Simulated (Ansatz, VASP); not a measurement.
One calculation of RbBr, two programs

```
Rb Br
1.0
     0.00000    3.42492    3.42492
     3.42492    0.00000    3.42492
     3.42492    3.42492    0.00000
Rb Br
1 1
Direct
  0.00000 0.00000 0.00000
  0.50000 0.50000 0.50000
```

Alike in both runs: task single point; functional PBEsol; k mesh 6 × 6 × 6; non-collinear spin, spin-orbit coupling.

|  | VASP | Ansatz |
| --- | --- | --- |
| version | VASP 6.6.1 | Ansatz 0.2.0 |
| potentials or method | VASP PAW PBE potentials, release 64 (Rb_sv, Br), cutoff 520 eV | all-electron LAPW |
| occupations | gaussian, width 0.01 eV | fixed |

```csv
,VASP,Ansatz,Ansatz less VASP
pressure (GPa),0.0,0.0,-0.04
net moment per atom (μB),0.00,0.00,0.000
```

VASP's potentials were made for PBE, not for PBEsol. Ansatz ran all-electron here, and VASP with PAW potentials.
